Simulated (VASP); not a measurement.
# SnTe (P4/mmm) in VASP: further runs

Runs on SnTe. Level: LDA. Tasks: single point.

Program: VASP 6.6.1. These are calculated values, not measurements. Logs are shortened: lines on timing, memory, paths and dates and some standing lists are left out, and cuts for length are marked.

### Step 1. The cell of the first run

It takes space group P4/mmm (No. 123, tetragonal). The conventional cell has a = 3.905 Å, b = 3.905 Å, c = 3.319 Å, α = 90.00°, β = 90.00°, γ = 90.00°. Sn (site symmetry 4/mmm) has 8 Te at 3.22 Å and 6 Sn at 3.32 to 3.90 Å within 4.2 Å. Te (site symmetry 4/mmm) has 8 Sn at 3.22 Å and 6 Te at 3.32 to 3.90 Å within 4.2 Å.

### Step 2. Single point, LDA (strain -0.1500 x Voigt [1, 0, 0, 0, 0, 0])

File INCAR:

```
  PREC = Accurate
  ENCUT = 520
  EDIFF = 1E-6
  ISMEAR = 0
  SIGMA = 0.15
  LREAL = F
  LASPH = T
  NELM = 60
  ALGO = Normal
  ISIF = 2
  LWAVE = F
  LCHARG = T
  LELF = T
  LVHAR = T
  NBANDS = 17
```

File KPOINTS:

```
regular mesh
0
Gamma
  12 12 12
```

File POSCAR:

```
SnTe
1.0
    3.3189950000      0.0000000000      0.0000000000
    0.0000000000      3.9047000000      0.0000000000
    0.0000000000      0.0000000000      3.9047000000
Sn Te
1 1
Direct
    0.0000000000      0.0000000000      0.0000000000
    0.5000000000      0.5000000000      0.5000000000
```

Potentials or basis: VASP PAW LDA potentials, release 64 (Sn_d, Te).

Command:

```sh
cat potpaw_LDA.64/Sn_d/POTCAR potpaw_LDA.64/Te/POTCAR > POTCAR
mpirun -np 1 vasp_std > vasp.out
```

OUTCAR:

```text
PREC = Accurate
   ENCUT = 520
   EDIFF = 1E-6
   ISMEAR = 0
   LREAL = F
   LASPH = T
   NELM = 60
   ISIF = 2

 ion  position               nearest neighbor table
   1  0.000  0.000  0.000-   2 3.22   2 3.22   2 3.22   2 3.22   2 3.22   2 3.22   2 3.22   2 3.22

   2  0.500  0.500  0.500-   1 3.22   1 3.22   1 3.22   1 3.22   1 3.22   1 3.22   1 3.22   1 3.22

  LATTYP: Found a simple tetragonal cell.
 ALAT       =     3.9047000000
 C/A-ratio  =     0.8500000000

  Lattice vectors:

 A1 = (   0.0000000000,   3.9047000000,   0.0000000000)
 A2 = (   0.0000000000,   0.0000000000,   3.9047000000)
 A3 = (   3.3189950000,   0.0000000000,   0.0000000000)

Analysis of symmetry for initial positions (statically):
=====================================================================
 Subroutine PRICEL returns:
 Original cell was already a primitive cell.

 Routine SETGRP: Setting up the symmetry group for a
 simple tetragonal supercell.

 Subroutine GETGRP returns: Found 16 space group operations
 (whereof 16 operations were pure point group operations)
 out of a pool of 16 trial point group operations.

The static configuration has the point symmetry D_4h.

Analysis of symmetry for dynamics (positions and initial velocities):
=====================================================================
 Subroutine PRICEL returns:
 Original cell was already a primitive cell.

 Routine SETGRP: Setting up the symmetry group for a
 simple tetragonal supercell.

 Subroutine GETGRP returns: Found 16 space group operations
 (whereof 16 operations were pure point group operations)
 out of a pool of 16 trial point group operations.

The dynamic configuration has the point symmetry D_4h.

 Subroutine INISYM returns: Found 16 space group operations
 (whereof 16 operations are pure point group operations),
 and found     1 'primitive' translations

----------------------------------------------------------------------------------------

                                     Primitive cell

  volume of cell :      50.6037

  direct lattice vectors                    reciprocal lattice vectors
     3.318995000  0.000000000  0.000000000     0.301296025  0.000000000  0.000000000
     0.000000000  3.904700000  0.000000000     0.000000000  0.256101621  0.000000000
     0.000000000  0.000000000  3.904700000     0.000000000  0.000000000  0.256101621

  length of vectors
     3.318995000  3.904700000  3.904700000     0.301296025  0.256101621  0.256101621

  position of ions in fractional coordinates (direct lattice)
     0.000000000  0.000000000  0.000000000
     0.500000000  0.500000000  0.500000000

  ion indices of the primitive-cell ions
   primitive index   ion index
                 1           1
                 2           2

----------------------------------------------------------------------------------------

 KPOINTS: regular mesh

Automatic generation of k-mesh.
 Grid dimensions read from file:
 generate k-points for:   12   12   12

 Generating k-lattice:

  Cartesian coordinates                     Fractional coordinates (reciprocal lattice)
     0.025108002  0.000000000  0.000000000     0.083333333  0.000000000  0.000000000
     0.000000000  0.021341802  0.000000000     0.000000000  0.083333333  0.000000000
     0.000000000  0.000000000  0.021341802     0.000000000  0.000000000  0.083333333

  Length of vectors
     0.025108002  0.021341802  0.021341802

  Shift w.r.t. Gamma in fractional coordinates (k-lattice)
     0.000000000  0.000000000  0.000000000

 Subroutine IBZKPT returns following result:
 ===========================================

 Found    196 irreducible k-points:

 Following reciprocal coordinates:
            Coordinates               Weight
  0.000000  0.000000  0.000000      1.000000
  0.083333  0.000000  0.000000      2.000000
  0.166667  0.000000  0.000000      2.000000
  0.250000  0.000000  0.000000      2.000000
  0.333333  0.000000  0.000000      2.000000
  0.416667  0.000000  0.000000      2.000000
[... 16 lines left out ...]
  0.083333  0.250000  0.000000      8.000000
  0.166667  0.250000  0.000000      8.000000
 [... further k-points ...]
   k-points           NKPTS =    196   k-points in BZ     NKDIM =    196   number of bands    NBANDS=     17
   number of dos      NEDOS =    301   number of ions     NIONS =      2
   total plane-waves  NPLWV =  25200
   dimension x,y,z NGX =    28 NGY =   30 NGZ =   30
   dimension x,y,z NGXF=    56 NGYF=   60 NGZF=   60
   ions per type =               1   1
   NGX,Y,Z   is equivalent  to a cutoff of  14.02, 12.77, 12.77 a.u.
   NGXF,Y,Z  is equivalent  to a cutoff of  28.05, 25.55, 25.55 a.u.
 SYSTEM =  unknown system
   PREC   = accura    normal or accurate (medium, high low for compatibility)
   ISTART =      0    job   : 0-new  1-cont  2-samecut
   ICHARG =      2    charge: 1-file 2-atom 10-const
   ISPIN  =      1    spin polarized calculation?
   LNONCOLLINEAR =      F non collinear calculations
   LSORBIT =      F    spin-orbit coupling
   LASPH  =      T    aspherical Exc in radial PAW
   ENCUT  =  520.0 eV  38.22 Ry    6.18 a.u.   6.17  7.26  7.26*2*pi/ulx,y,z
   NELM   =     60;   NELMIN=  2; NELMDL= -5     # of ELM steps
   EDIFF  = 0.1E-05   stopping-criterion for ELM
   LREAL  =      F    real-space projection
   EDIFFG = 0.1E-04   stopping-criterion for IOM
   NSW    =      0    number of steps for IOM
   IBRION =     -1    ionic relax: 0-MD 1-quasi-New 2-CG
   NFREE  =      0    steps in history (QN), initial steepest desc. (CG)
   ISIF   =      2    stress and relaxation
   ISYM   =      2    0-nonsym 1-usesym 2-fastsym
   POTIM  = 0.5000    time-step for ionic-motion
   TEBEG  =    0.0;   TEEND  =   0.0 temperature during run
   PSTRESS=    0.0 pullay stress
   NELECT =      20.0000    total number of electrons
   NUPDOWN=      -1.0000    fix difference up-down
   EMIN   =  10.00;   EMAX   =-10.00  energy-range for DOS
   EFERMI =   0.00;   METHOD = LEGACY
   ISMEAR =     0;   SIGMA  =   0.15  broadening in eV -4-tet -1-fermi 0-gaus
   EFERMI_NEDOS =   21; number of points for ismear=-14 and -15
   IALGO  =     38    algorithm
   IMIX   =      4    mixing-type and parameters
     AMIX     =   0.40;   BMIX     =  1.00
     AMIX_MAG =   1.60;   BMIX_MAG =  1.00
  volume/ion in A,a.u.               =      25.30       170.75
  Fermi-wavevector in a.u.,A,eV,Ry     =   1.201409  2.270334 19.638423  1.443383
  Thomas-Fermi vector in A             =   2.337219
   LORBIT       =      0    0 simple, 1 ext, 2 COOP (PROOUT), +10 PAW based schemes
   GGA     = CA    functional components
   LHFCALC =     F    Hartree Fock is set to
   AEXX    =    0.0000 exact exchange contribution
   IVDW    =     0    specifies the selected vdW correction
   LEPSILON=     F    determine dielectric tensor
   LRPA    =     F    only Hartree local field effects (RPA)
 non-spin polarized calculation
 Gauss-broadening in eV      SIGMA  =   0.15
  energy-cutoff  :      520.00
  volume of cell :       50.60
 maximum number of plane-waves:      1392
 NGX is ok and might be reduce to    28
   NGX = 13   NGY = 15   NGZ = 15

 number of electron      19.9999989 magnetization

 Free energy of the ion-electron system (eV)
  ---------------------------------------------------
  ext. energy  EPLUGINS =         0.00000000
  ---------------------------------------------------
  free energy    TOTEN  =        -8.30279989 eV

  energy without entropy =       -8.29036831  energy(sigma->0) =       -8.29658410

 E-fermi :   9.1932     XC(G=0): -10.8235

 val. band max:        9.1547767443   @ k =   0.4167   0.5000   0.3333
 cond. band min:       9.2014365326   @ k =   0.0833   0.5000   0.0833
 fundamental gap:      0.0466597883
 Fermi energy:         9.1931836858

 k-point     1 :       0.0000    0.0000    0.0000
  band No.  band energies     occupation
      1     -12.5247      2.00000
      2     -12.4510      2.00000
      3     -12.4213      2.00000
      4     -12.3900      2.00000
      5     -12.3900      2.00000
      6      -4.6196      2.00000
[... 9 lines left out ...]
     16      18.6874      0.00000
     17      20.3910      0.00000

 k-point     2 :       0.0833    0.0000    0.0000
  band No.  band energies     occupation
      1     -12.5134      2.00000
      2     -12.4504      2.00000
      3     -12.4209      2.00000
      4     -12.3941      2.00000
      5     -12.3941      2.00000
      6      -4.5301      2.00000
[... 9 lines left out ...]
     16      18.7470      0.00000
     17      19.9228      0.00000

 k-point     3 :       0.1667    0.0000    0.0000
  band No.  band energies     occupation
      1     -12.4827      2.00000
      2     -12.4490      2.00000
      3     -12.4199      2.00000
      4     -12.4053      2.00000
      5     -12.4053      2.00000
      6      -4.2642      2.00000
[... 9 lines left out ...]
     16      18.9290      0.00000
     17      18.9302      0.00000

 k-point     4 :       0.2500    0.0000    0.0000
  band No.  band energies     occupation
      1     -12.4470      2.00000
      2     -12.4406      2.00000
      3     -12.4206      2.00000
      4     -12.4206      2.00000
      5     -12.4185      2.00000
      6      -3.8333      2.00000
[... 9 lines left out ...]
     16      18.6532      0.00000
     17      18.6532      0.00000
[... 343 lines left out ...]
      1     -12.5204      2.00000
      2     -12.4366      2.00000
      3     -12.4290      2.00000
      4     -12.3953      2.00000
      5     -12.3898      2.00000
      6      -4.1243      2.00000
[... 9 lines left out ...]
     16      18.2535      0.00000
     17      20.7383      0.00000

 k-point    23 :       0.0833    0.2500    0.0000
  band No.  band energies     occupation
      1     -12.5092      2.00000
      2     -12.4360      2.00000
      3     -12.4285      2.00000
      4     -12.3999      2.00000
      5     -12.3937      2.00000
      6      -4.0357      2.00000
[... 9 lines left out ...]
     16      18.7475      0.00000
     17      19.6291      0.00000

 k-point    24 :       0.1667    0.2500    0.0000
  band No.  band energies     occupation
      1     -12.4787      2.00000
      2     -12.4341      2.00000
      3     -12.4270      2.00000
      4     -12.4123      2.00000
      5     -12.4046      2.00000
      6      -3.7733      2.00000
[... 9 lines left out ...]
     16      18.1834      0.00000
     17      18.3302      0.00000

 [... further k-points ...]

------------------------ aborting loop because EDIFF is reached ----------------------------------------

  FORCE on cell =-STRESS in cart. coord.  units (eV):
  Direction    XX          YY          ZZ          XY          YZ          ZX
  --------------------------------------------------------------------------------------
  -------------------------------------------------------------------------------------
  Total        2.2115488      1.3104208      1.3104208      0.0000000      0.0000000      0.0000000
  in kB       70.0204945     41.4896160     41.4896160      0.0000000      0.0000000      0.0000000
  external PRESSURE =      50.9999088 kB  Pullay stress =       0.0000000 kB

 VOLUME and BASIS-vectors are now :
 -----------------------------------------------------------------------------
  energy-cutoff  :      520.00
  volume of cell :       50.60
      direct lattice vectors                 reciprocal lattice vectors
     3.318995000  0.000000000  0.000000000     0.301296025  0.000000000  0.000000000
     0.000000000  3.904700000  0.000000000     0.000000000  0.256101621  0.000000000
     0.000000000  0.000000000  3.904700000     0.000000000  0.000000000  0.256101621

 POSITION                                       TOTAL-FORCE (eV/Angst)
 -----------------------------------------------------------------------------------
      0.00000      0.00000      0.00000         0.000000      0.000000      0.000000
      1.65950      1.95235      1.95235         0.000000      0.000000      0.000000
 -----------------------------------------------------------------------------------
    total drift:                               -0.000000      0.000000     -0.000000

  FREE ENERGIE OF THE ION-ELECTRON SYSTEM (eV)
  ---------------------------------------------------
  free  energy   TOTEN  =        -8.3027998944 eV

  energy  without entropy=       -8.2903683085  energy(sigma->0) =       -8.29658410
```

Wall time 55 s (1 thread of AMD EPYC 9R45 (Zen 5), shared host); peak memory 0.25 GiB.

What came out:

- Free energy: -8.3028 eV
- Pressure: 5.1 GPa
- Band gap on the k mesh: zero (bands 10 and 11 overlap by 4.20 eV)

Caveat: the cell differs from its parent crystal (strain -0.1500 x Voigt [1, 0, 0, 0, 0, 0]); the cell stands under pressure; spin-orbit coupling is left out, which moves the levels of the heavy elements.

### Step 3. Single point, LDA (strain -0.1125 x Voigt [1, 0, 0, 0, 0, 0])

File INCAR:

```
PREC = Accurate ; ENCUT = 520
EDIFF = 1E-6 ; ISMEAR = 0
SIGMA = 0.15 ; LREAL = False
LASPH = True ; NELM = 100
ALGO = Normal ; ISIF = 2
LWAVE = False ; LCHARG = False
GGA = CA ; NBANDS = 17
```

File KPOINTS:

```
Automatic mesh
0
Gamma
  12 12 12
```

POSCAR: that of step 2 with these lines changed.

```diff
@@ -2,3 +2,3 @@
 1.0
-    3.3189950000      0.0000000000      0.0000000000
+    3.4654212500      0.0000000000      0.0000000000
     0.0000000000      3.9047000000      0.0000000000
```

Potentials or basis: VASP PAW LDA potentials, release 64 (Sn_d, Te).

Command:

```sh
cat potpaw_LDA.64/Sn_d/POTCAR potpaw_LDA.64/Te/POTCAR > POTCAR
mpirun -np 1 vasp_std > vasp.out
```

Run time: 56 s. Hardware: 1 thread of AMD EPYC 9R45 (Zen 5), shared host; peak memory 0.26 GiB.

The run converged. Its results:

```yaml
Free_energy: -8.3768 eV
Pressure: 1.7 GPa
Band_gap_on_the_k_mesh: zero (bands 10 and 11 overlap by 3.38 eV)
```

Stress tensor (GPa, compression positive):
```
3.49 0.00 0.00
0.00 0.74 0.00
0.00 0.00 0.74
```

Levels at points of the mesh, in eV from the Fermi level:
| k point | band 6 | band 7 | band 8 | band 9 | band 10 | band 11 | band 12 | band 13 | band 14 | band 15 |
| --- | --- | --- | --- | --- | --- | --- | --- | --- | --- | --- |
| (0.00, 0.00, 0.00) | -13.34 | -5.40 | -2.75 | -2.75 | -0.69 | 2.81 | 4.12 | 5.56 | 5.56 | 6.63 |
| (0.50, 0.00, 0.00) | -11.44 | -8.53 | -0.60 | -0.56 | -0.56 | -0.56 | 1.86 | 1.86 | 5.11 | 6.04 |
| (0.00, 0.50, 0.00) | -12.06 | -9.16 | -1.07 | 0.28 | 0.34 | 0.69 | 1.25 | 3.56 | 5.50 | 6.65 |
| (0.50, 0.50, 0.00) | -10.56 | -6.38 | -5.67 | -5.37 | -0.05 | 3.15 | 3.19 | 3.49 | 5.75 | 6.71 |
| (0.00, 0.50, 0.50) | -11.19 | -7.25 | -5.77 | -5.77 | 1.15 | 4.73 | 5.18 | 5.18 | 7.06 | 8.78 |
| (0.50, 0.50, 0.50) | -10.06 | -5.20 | -3.99 | -3.13 | -3.13 | -2.22 | -1.56 | -1.56 | 13.85 | 13.85 |

Caveat: the cell differs from its parent crystal (strain -0.1125 x Voigt [1, 0, 0, 0, 0, 0]); spin-orbit coupling is left out, which moves the levels of the heavy elements.

### Step 4. Single point, LDA (strain -0.0750 x Voigt [1, 0, 0, 0, 0, 0])

File INCAR:

```
  ALGO = Normal
  EDIFF = 1E-6
  ENCUT = 520
  ISIF = 2
  ISMEAR = 0
  LASPH = True
  LCHARG = False
  LREAL = False
  LWAVE = False
  NBANDS = 17
  NELM = 100
  PREC = Accurate
  SIGMA = 0.15
```

File KPOINTS:

```
k-points
0
Gamma
  12 12 12
```

POSCAR: that of step 3 with these lines changed.

```diff
@@ -2,3 +2,3 @@
 1.0
-    3.4654212500      0.0000000000      0.0000000000
+    3.6118475000      0.0000000000      0.0000000000
     0.0000000000      3.9047000000      0.0000000000
```

Command:

```sh
cat potpaw_LDA.64/Sn_d/POTCAR potpaw_LDA.64/Te/POTCAR > POTCAR
mpirun -np 1 vasp_std > vasp.out
```

It took 58 s on 1 thread of AMD EPYC 9R45 (Zen 5), shared host; peak memory 0.26 GiB.

It converged, with:

```yaml
Free_energy: -8.4037 eV
Pressure: -0.9 GPa
Band_gap_on_the_k_mesh: zero (bands 10 and 11 overlap by 2.69 eV)
```

Stress tensor (GPa, compression positive):
```
 0.28  0.00  0.00
 0.00 -1.51  0.00
 0.00  0.00 -1.51
```

Levels at points of the mesh, in eV from the Fermi level:
```
           k point  band 7  band 8  band 9  band 10  band 11  band 12  band 13  band 14
(0.00, 0.00, 0.00)   -5.32   -2.35   -2.35    -1.09     3.13     3.88     5.53     5.53
(0.50, 0.00, 0.00)   -8.38   -0.43   -0.43    -0.36    -0.28     1.98     1.98     5.24
(0.00, 0.50, 0.00)   -8.78   -0.73    0.26     0.33     0.35     1.60     3.01     5.40
(0.50, 0.50, 0.00)   -6.40   -5.30   -5.13     0.09     3.21     3.43     3.63     5.84
(0.00, 0.50, 0.50)   -6.92   -5.37   -5.37     0.81     4.17     4.68     4.68     6.66
(0.50, 0.50, 0.50)   -5.25   -3.53   -3.01    -3.01    -1.87    -1.45    -1.45    13.92
```

Caveat: the cell differs from its parent crystal (strain -0.0750 x Voigt [1, 0, 0, 0, 0, 0]); spin-orbit coupling is left out, which moves the levels of the heavy elements.

### Step 5. Overview

```tsv
cell	gap on the mesh (eV)	pressure (GPa)
a = 3.319, b = 3.905, c = 3.905 Å, 2 atoms	none	5.1
a = 3.465, b = 3.905, c = 3.905 Å, 2 atoms	none	1.7
a = 3.612, b = 3.905, c = 3.905 Å, 2 atoms	none	-0.9
```

Alike in all rows: task single point; level LDA; potentials or basis VASP PAW LDA potentials, release 64 (Sn_d, Te); no spin polarisation; k mesh 12 × 12 × 12; cutoff (eV) 520; smearing gaussian 0.15 eV.

Caveats: spin-orbit coupling is left out, which moves the levels of the heavy elements; the cell stands under pressure (at least some runs).

Absolute energies hang on the potentials; compare differences alone.

The gap in the log of VASP goes by the Fermi energy; the results here count the filled bands.